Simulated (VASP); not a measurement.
# Nb (Fd-3m) in VASP: notebook

Runs on Nb. Level: PBE. Tasks: single point.

Everything below comes from runs of VASP 6.6.1. Logs are shortened: lines on timing, memory, paths and dates and some standing lists are left out, and cuts for length are marked.

### Step 1. The cell of the first run

Symmetry: Fd-3m, No. 227, cubic system. Conventional cell: a = 5.916 Å, b = 5.916 Å, c = 5.916 Å, α = 90.00°, β = 90.00°, γ = 90.00°. Nb (site symmetry -43m) has 4 Nb at 2.56 Å within 3.4 Å.

### Step 2. Single point, PBE

Input file INCAR:

```
SYSTEM = Nb
PREC     = Accurate       ! precision mode
ENCUT    = 520            ! plane-wave cutoff, eV
EDIFF    = 1E-6           ! SCF threshold, eV
ISMEAR   = -1             ! smearing method
SIGMA    = 0.1            ! smearing width, eV
LREAL    = .FALSE.        ! projectors in reciprocal space
LASPH    = .TRUE.         ! aspherical terms in the spheres
NELM     = 80             ! most SCF steps
ALGO     = Normal         ! electronic algorithm
ISIF     = 2              ! what is computed and relaxed
LWAVE    = .FALSE.        ! write WAVECAR
LCHARG   = .FALSE.        ! write CHGCAR
GGA      = PE             ! functional
NBANDS   = 20             ! bands
```

Input file KPOINTS:

```
Automatic mesh
0
G
  9 9 9
  0 0 0
```

Input file POSCAR:

```
Nb
1.0
    0.0000000000      2.9580223088      2.9580223088
    2.9580223088      0.0000000000      2.9580223088
    2.9580223088      2.9580223088      0.0000000000
Nb
2
Direct
    0.1250000000      0.1250000000      0.1250000000
    0.8750000000      0.8750000000      0.8750000000
```

Potentials or basis: VASP PAW PBE potentials, release 64 (Nb_sv).

Run with:

```console
$ cat potpaw_PBE.64/Nb_sv/POTCAR > POTCAR
$ mpirun -np 1 vasp_std > vasp.out
```

OUTCAR:

```text
SYSTEM = Nb
   PREC = Accurate
   ENCUT = 520
   EDIFF = 1E-6
   ISMEAR = -1
   LREAL = .FALSE.
   LASPH = .TRUE.
   NELM = 80
   ISIF = 2
   GGA = PE

 ion  position               nearest neighbor table
   1  0.125  0.125  0.125-   2 2.56   2 2.56   2 2.56   2 2.56
   2  0.875  0.875  0.875-   1 2.56   1 2.56   1 2.56   1 2.56

  LATTYP: Found a face centered cubic cell.
 ALAT       =     5.9160446176

  Lattice vectors:

 A1 = (   0.0000000000,   2.9580223088,   2.9580223088)
 A2 = (   2.9580223088,   0.0000000000,   2.9580223088)
 A3 = (   2.9580223088,   2.9580223088,   0.0000000000)

Analysis of symmetry for initial positions (statically):
=====================================================================
 Subroutine PRICEL returns:
 Original cell was already a primitive cell.

 Routine SETGRP: Setting up the symmetry group for a
 face centered cubic supercell.

 Subroutine GETGRP returns: Found 48 space group operations
 (whereof 12 operations were pure point group operations)
 out of a pool of 48 trial point group operations.

The static configuration has the point symmetry D_3d.
 The point group associated with its full space group is O_h .

Analysis of symmetry for dynamics (positions and initial velocities):
=====================================================================
 Subroutine PRICEL returns:
 Original cell was already a primitive cell.

 Routine SETGRP: Setting up the symmetry group for a
 face centered cubic supercell.

 Subroutine GETGRP returns: Found 48 space group operations
 (whereof 12 operations were pure point group operations)
 out of a pool of 48 trial point group operations.

The dynamic configuration has the point symmetry D_3d.
 The point group associated with its full space group is O_h .

 Subroutine INISYM returns: Found 48 space group operations
 (whereof 12 operations are pure point group operations),
 and found     1 'primitive' translations

----------------------------------------------------------------------------------------

                                     Primitive cell

  volume of cell :      51.7648

  direct lattice vectors                    reciprocal lattice vectors
     0.000000000  2.958022309  2.958022309    -0.169031856  0.169031856  0.169031856
     2.958022309  0.000000000  2.958022309     0.169031856 -0.169031856  0.169031856
     2.958022309  2.958022309  0.000000000     0.169031856  0.169031856 -0.169031856

  length of vectors
     4.183275267  4.183275267  4.183275267     0.292771762  0.292771762  0.292771762

  position of ions in fractional coordinates (direct lattice)
     0.125000000  0.125000000  0.125000000
     0.875000000  0.875000000  0.875000000

  ion indices of the primitive-cell ions
   primitive index   ion index
                 1           1
                 2           2

----------------------------------------------------------------------------------------

 KPOINTS: Automatic mesh

Automatic generation of k-mesh.
 Grid dimensions read from file:
 generate k-points for:    9    9    9

 Generating k-lattice:

  Cartesian coordinates                     Fractional coordinates (reciprocal lattice)
    -0.018781317  0.018781317  0.018781317     0.111111111  0.000000000  0.000000000
     0.018781317 -0.018781317  0.018781317     0.000000000  0.111111111  0.000000000
     0.018781317  0.018781317 -0.018781317     0.000000000  0.000000000  0.111111111

  Length of vectors
     0.032530196  0.032530196  0.032530196

  Shift w.r.t. Gamma in fractional coordinates (k-lattice)
     0.000000000  0.000000000  0.000000000

 Subroutine IBZKPT returns following result:
 ===========================================

 Found     35 irreducible k-points:

 Following reciprocal coordinates:
            Coordinates               Weight
  0.000000  0.000000  0.000000      1.000000
  0.111111  0.000000  0.000000      8.000000
  0.222222  0.000000  0.000000      8.000000
  0.333333  0.000000  0.000000      8.000000
  0.444444  0.000000  0.000000      8.000000
  0.111111  0.111111  0.000000      6.000000
[... 16 lines left out ...]
 -0.333333  0.333333  0.000000     12.000000
  0.444444  0.444444  0.000000      6.000000
 [... further k-points ...]
   k-points           NKPTS =     35   k-points in BZ     NKDIM =     35   number of bands    NBANDS=     20
   number of dos      NEDOS =    301   number of ions     NIONS =      2
   total plane-waves  NPLWV =  32768
   dimension x,y,z NGX =    32 NGY =   32 NGZ =   32
   dimension x,y,z NGXF=    64 NGYF=   64 NGZF=   64
   ions per type =               2
   NGX,Y,Z   is equivalent  to a cutoff of  12.72, 12.72, 12.72 a.u.
   NGXF,Y,Z  is equivalent  to a cutoff of  25.43, 25.43, 25.43 a.u.
 SYSTEM =  Nb
   PREC   = accura    normal or accurate (medium, high low for compatibility)
   ISTART =      0    job   : 0-new  1-cont  2-samecut
   ICHARG =      2    charge: 1-file 2-atom 10-const
   ISPIN  =      1    spin polarized calculation?
   LNONCOLLINEAR =      F non collinear calculations
   LSORBIT =      F    spin-orbit coupling
   LASPH  =      T    aspherical Exc in radial PAW
   ENCUT  =  520.0 eV  38.22 Ry    6.18 a.u.   7.78  7.78  7.78*2*pi/ulx,y,z
   NELM   =     80;   NELMIN=  2; NELMDL= -5     # of ELM steps
   EDIFF  = 0.1E-05   stopping-criterion for ELM
   LREAL  =      F    real-space projection
   EDIFFG = 0.1E-04   stopping-criterion for IOM
   NSW    =      0    number of steps for IOM
   IBRION =     -1    ionic relax: 0-MD 1-quasi-New 2-CG
   NFREE  =      0    steps in history (QN), initial steepest desc. (CG)
   ISIF   =      2    stress and relaxation
   ISYM   =      2    0-nonsym 1-usesym 2-fastsym
   POTIM  = 0.5000    time-step for ionic-motion
   TEBEG  =    0.0;   TEEND  =   0.0 temperature during run
   PSTRESS=    0.0 pullay stress
   NELECT =      26.0000    total number of electrons
   NUPDOWN=      -1.0000    fix difference up-down
   EMIN   =  10.00;   EMAX   =-10.00  energy-range for DOS
   EFERMI =   0.00;   METHOD = LEGACY
   ISMEAR =    -1;   SIGMA  =   0.10  broadening in eV -4-tet -1-fermi 0-gaus
   EFERMI_NEDOS =   21; number of points for ismear=-14 and -15
   IALGO  =     38    algorithm
   IMIX   =      4    mixing-type and parameters
     AMIX     =   0.40;   BMIX     =  1.00
     AMIX_MAG =   1.60;   BMIX_MAG =  1.00
  volume/ion in A,a.u.               =      25.88       174.66
  Fermi-wavevector in a.u.,A,eV,Ry     =   1.301331  2.459159 23.040961  1.693463
  Thomas-Fermi vector in A             =   2.432472
   LORBIT       =      0    0 simple, 1 ext, 2 COOP (PROOUT), +10 PAW based schemes
   GGA     = PE    functional components
   LHFCALC =     F    Hartree Fock is set to
   AEXX    =    0.0000 exact exchange contribution
   IVDW    =     0    specifies the selected vdW correction
   LEPSILON=     F    determine dielectric tensor
   LRPA    =     F    only Hartree local field effects (RPA)
 non-spin polarized calculation
  energy-cutoff  :      520.00
  volume of cell :       51.76
 maximum number of plane-waves:      1411
   NGX = 15   NGY = 15   NGZ = 15

 number of electron      26.0000001 magnetization

 Free energy of the ion-electron system (eV)
  ---------------------------------------------------
  ext. energy  EPLUGINS =         0.00000000
  ---------------------------------------------------
  free energy    TOTEN  =       -15.41200804 eV

  energy without entropy =      -15.29433046  energy(sigma->0) =      -15.35316925

 E-fermi :   6.6625     XC(G=0): -10.3072

 val. band max:        6.6409599386   @ k =  -0.4444   0.3333   0.1111
 cond. band min:       6.6744607354   @ k =  -0.4444   0.2222   0.0000
 fundamental gap:      0.0335007969
 Fermi energy:         6.6624766011

 k-point     1 :       0.0000    0.0000    0.0000
  band No.  band energies     occupation
      1     -47.8373      2.00000
      2     -47.1631      2.00000
      3     -24.2291      2.00000
      4     -24.2291      2.00000
      5     -24.2291      2.00000
      6     -23.1216      2.00000
[... 12 lines left out ...]
     19      11.8706      0.00000
     20      17.1660      0.00000

 k-point     2 :       0.1111    0.0000    0.0000
  band No.  band energies     occupation
      1     -47.8226      2.00000
      2     -47.1788      2.00000
      3     -24.2462      2.00000
      4     -24.2462      2.00000
      5     -24.2287      2.00000
      6     -23.1222      2.00000
[... 12 lines left out ...]
     19      11.8346      0.00000
     20      16.5053      0.00000

 k-point     3 :       0.2222    0.0000    0.0000
  band No.  band energies     occupation
      1     -47.7820      2.00000
      2     -47.2221      2.00000
      3     -24.2872      2.00000
      4     -24.2872      2.00000
      5     -24.2285      2.00000
      6     -23.1225      2.00000
[... 12 lines left out ...]
     19      11.7061      0.00000
     20      15.8405      0.00000

 k-point     4 :       0.3333    0.0000    0.0000
  band No.  band energies     occupation
      1     -47.7263      2.00000
      2     -47.2807      2.00000
      3     -24.3303      2.00000
      4     -24.3303      2.00000
      5     -24.2300      2.00000
      6     -23.1207      2.00000
[... 12 lines left out ...]
     19      11.4418      0.00000
     20      13.5784      0.00000

 k-point     5 :       0.4444    0.0000    0.0000
  band No.  band energies     occupation
      1     -47.6803      2.00000
      2     -47.3287      2.00000
      3     -24.3569      2.00000
      4     -24.3569      2.00000
      5     -24.2321      2.00000
      6     -23.1182      2.00000
[... 12 lines left out ...]
     19      11.0955      0.00000
     20      11.9443      0.00000
[... 353 lines left out ...]
      6     -23.4863      2.00000
[... 12 lines left out ...]
     19      11.8874      0.00000
     20      12.8121      0.00000

 k-point    22 :      -0.4444    0.3333    0.0000
  band No.  band energies     occupation
      1     -47.5705      2.00000
      2     -47.4414      2.00000
      3     -24.5119      2.00000
      4     -24.4568      2.00000
      5     -23.8342      2.00000
      6     -23.5205      2.00000
[... 12 lines left out ...]
     19      11.3693      0.00000
     20      11.7468      0.00000

 k-point    23 :      -0.3333    0.3333    0.0000
  band No.  band energies     occupation
      1     -47.5899      2.00000
      2     -47.4216      2.00000
      3     -24.5209      2.00000
      4     -24.4268      2.00000
      5     -23.8997      2.00000
      6     -23.4475      2.00000
[... 12 lines left out ...]
     19      11.8095      0.00000
     20      12.0354      0.00000

 k-point    24 :       0.4444    0.4444    0.0000
  band No.  band energies     occupation
      1     -47.5644      2.00000
      2     -47.4475      2.00000
      3     -24.4865      2.00000
      4     -24.4865      2.00000
      5     -23.7792      2.00000
      6     -23.5898      2.00000
[... 12 lines left out ...]
     19      11.9601      0.00000
     20      12.3490      0.00000

 [... further k-points ...]
[... 5 lines left out ...]
  --------------------------------------------------------------------------------------
  -------------------------------------------------------------------------------------
  Total       -0.0128647     -0.0128647     -0.0128647      0.0000000      0.0000000      0.0000000
  in kB       -0.3981772     -0.3981772     -0.3981772      0.0000000      0.0000000      0.0000000
  external PRESSURE =      -0.3981772 kB  Pullay stress =       0.0000000 kB

 VOLUME and BASIS-vectors are now :
 -----------------------------------------------------------------------------
  energy-cutoff  :      520.00
  volume of cell :       51.76
      direct lattice vectors                 reciprocal lattice vectors
     0.000000000  2.958022309  2.958022309    -0.169031856  0.169031856  0.169031856
     2.958022309  0.000000000  2.958022309     0.169031856 -0.169031856  0.169031856
     2.958022309  2.958022309  0.000000000     0.169031856  0.169031856 -0.169031856

 POSITION                                       TOTAL-FORCE (eV/Angst)
 -----------------------------------------------------------------------------------
      0.73951      0.73951      0.73951        -0.000000      0.000000     -0.000000
      5.17654      5.17654      5.17654         0.000000     -0.000000      0.000000
 -----------------------------------------------------------------------------------
    total drift:                                0.000000      0.000000     -0.000000

  FREE ENERGIE OF THE ION-ELECTRON SYSTEM (eV)
  ---------------------------------------------------
  free  energy   TOTEN  =       -15.4120080370 eV

  energy  without entropy=      -15.2943304565  energy(sigma->0) =      -15.35316925
```

It took 13 s on 1 thread of Intel Xeon 6975P-C (Granite Rapids), shared host; peak memory 0.18 GiB.

What came out:

* Free energy: -15.4120 eV
* Pressure: 0.0 GPa
* Band gap on the k mesh: zero (band 13 reaches 7.00 eV, above the bottom of band 14 at 6.01 eV)

### Step 3. Single point, PBE (volume scaled by 0.88)

Input file INCAR:

```
SYSTEM = Nb
PREC = Accurate
ENCUT = 520
EDIFF = 1E-6
ISMEAR = -1
SIGMA = 0.1
LREAL = .FALSE.
LASPH = .TRUE.
NELM = 100
ALGO = Normal
ISIF = 2
LWAVE = .FALSE.
LCHARG = .TRUE.
GGA = PE
LELF = .TRUE.
LVHAR = .TRUE.
NBANDS = 20
```

Input file KPOINTS:

```
regular mesh
0
G
  10 10 10
  0 0 0
```

Input file POSCAR:

```
Nb
1.0
    0.0000000000      2.8346253656      2.8346253656
    2.8346253656      0.0000000000      2.8346253656
    2.8346253656      2.8346253656      0.0000000000
Nb
2
Direct
    0.1250000000      0.1250000000      0.1250000000
    0.8750000000      0.8750000000      0.8750000000
```

Potentials or basis: VASP PAW PBE potentials, release 64 (Nb_sv).

Run with:

```console
$ cat potpaw_PBE.64/Nb_sv/POTCAR > POTCAR
$ mpirun -np 1 vasp_std > vasp.out
```

OUTCAR:

```text
SYSTEM = Nb
   PREC = Accurate
   ENCUT = 520
   EDIFF = 1E-6
   ISMEAR = -1
   LREAL = .FALSE.
   LASPH = .TRUE.
   NELM = 100
   ISIF = 2
   GGA = PE

 ion  position               nearest neighbor table
   1  0.125  0.125  0.125-   2 2.45   2 2.45   2 2.45   2 2.45
   2  0.875  0.875  0.875-   1 2.45   1 2.45   1 2.45   1 2.45

  LATTYP: Found a face centered cubic cell.
 ALAT       =     5.6692507312

  Lattice vectors:

 A1 = (   0.0000000000,   2.8346253656,   2.8346253656)
[... 190 lines left out ...]
      3     -23.0043      2.00000
      4     -23.0043      2.00000
      5     -23.0043      2.00000
      6     -21.5036      2.00000
[... 541 lines left out ...]
     19      14.0575      0.00000
     20      15.7404      0.00000

 [... further k-points ...]
[... 5 lines left out ...]
  --------------------------------------------------------------------------------------
  -------------------------------------------------------------------------------------
  Total        3.0985487      3.0985487      3.0985487     -0.0000000      0.0000000      0.0000000
  in kB      108.9812812    108.9812812    108.9812812     -0.0000000      0.0000000      0.0000000
  external PRESSURE =     108.9812812 kB  Pullay stress =       0.0000000 kB

 VOLUME and BASIS-vectors are now :
 -----------------------------------------------------------------------------
  energy-cutoff  :      520.00
  volume of cell :       45.55
      direct lattice vectors                 reciprocal lattice vectors
     0.000000000  2.834625366  2.834625366    -0.176390152  0.176390152  0.176390152
     2.834625366  0.000000000  2.834625366     0.176390152 -0.176390152  0.176390152
     2.834625366  2.834625366  0.000000000     0.176390152  0.176390152 -0.176390152

 POSITION                                       TOTAL-FORCE (eV/Angst)
 -----------------------------------------------------------------------------------
      0.70866      0.70866      0.70866         0.000000      0.000000      0.000000
      4.96059      4.96059      4.96059        -0.000000     -0.000000     -0.000000
 -----------------------------------------------------------------------------------
    total drift:                               -0.000000      0.000000      0.000000

  FREE ENERGIE OF THE ION-ELECTRON SYSTEM (eV)
  ---------------------------------------------------
  free  energy   TOTEN  =       -15.2178065476 eV

  energy  without entropy=      -15.1181890388  energy(sigma->0) =      -15.16799779
```

OSZICAR:

```text
N       E                     dE             d eps       ncg     rms          rms(c)
DAV:   1     0.302549327567E+03    0.30255E+03   -0.14835E+04  1880   0.133E+03
DAV:   2     0.868752124747E+01   -0.29386E+03   -0.28554E+03  2188   0.523E+02
DAV:   3    -0.142233493005E+02   -0.22911E+02   -0.21735E+02  3692   0.104E+02
DAV:   4    -0.151991726473E+02   -0.97582E+00   -0.95886E+00  2504   0.186E+01
DAV:   5    -0.152578272879E+02   -0.58655E-01   -0.58375E-01  3264   0.440E+00    0.921E+00
DAV:   6    -0.151858060815E+02    0.72021E-01   -0.32829E-01  3176   0.557E+00    0.426E+00
DAV:   7    -0.152084480793E+02   -0.22642E-01   -0.10626E-01  3384   0.344E+00    0.116E+00
DAV:   8    -0.152177409288E+02   -0.92928E-02   -0.28229E-02  3084   0.144E+00    0.237E-01
DAV:   9    -0.152177261745E+02    0.14754E-04   -0.18383E-03  3016   0.325E-01    0.124E-01
DAV:  10    -0.152178093610E+02   -0.83187E-04   -0.26950E-04  2320   0.185E-01    0.164E-02
DAV:  11    -0.152178067648E+02    0.25962E-05   -0.11325E-05  2788   0.287E-02    0.456E-03
DAV:  12    -0.152178065476E+02    0.21716E-06   -0.58352E-07  1496   0.109E-02
   1 F= -.15217807E+02 E0= -.15167998E+02  d E =-.996175E-01
```

Run time: 21 s. Hardware: 1 thread of Intel Xeon 6975P-C (Granite Rapids), shared host; peak memory 0.18 GiB.

What came out:

| Property | Result |
| --- | --- |
| Free energy | -15.2178 eV |
| Pressure | 10.9 GPa |
| Band gap on the k mesh | zero (band 13 reaches 8.86 eV, above the bottom of band 14 at 7.12 eV) |

### Step 4. Single point, PBE (volume scaled by 0.92)

Input file INCAR:

```
SYSTEM = Nb
ALGO = Normal
EDIFF = 1E-6
ENCUT = 520
GGA = PE
ISIF = 2
ISMEAR = -1
LASPH = .True.
LCHARG = .False.
LREAL = .False.
LWAVE = .False.
NBANDS = 20
NELM = 60
PREC = Accurate
SIGMA = 0.1
```

Input file KPOINTS:

```
k-points
0
Gamma
  10 10 10
  0 0 0
```

Input file POSCAR:

```
Nb
1.0
    0.0000000000      2.8769394453      2.8769394453
    2.8769394453      0.0000000000      2.8769394453
    2.8769394453      2.8769394453      0.0000000000
Nb
2
Direct
    0.1250000000      0.1250000000      0.1250000000
    0.8750000000      0.8750000000      0.8750000000
```

Run with:

```console
$ cat potpaw_PBE.64/Nb_sv/POTCAR > POTCAR
$ mpirun -np 1 vasp_std > vasp.out
```

It took 20 s on 1 thread of Intel Xeon 6975P-C (Granite Rapids), shared host; peak memory 0.18 GiB.

It converged, with:

| Quantity | Value |
| --- | --- |
| Free energy | -15.3305 eV |
| Pressure | 6.5 GPa |
| Band gap on the k mesh | zero (band 13 reaches 8.25 eV, above the bottom of band 14 at 6.69 eV) |

Levels at points of the mesh, in eV from the Fermi level:
```
           k point  band 11  band 12  band 13  band 14  band 15  band 16
(0.00, 0.00, 0.00)    -1.70    -0.59    -0.59    -0.59     2.05     2.05
(0.50, 0.00, 0.00)    -1.49    -1.49    -0.89    -0.89     0.85     3.24
(0.50, 0.50, 0.00)    -0.83    -0.83     0.61     0.61     1.29     1.29
```

(Part 1 of 2 ends here.)
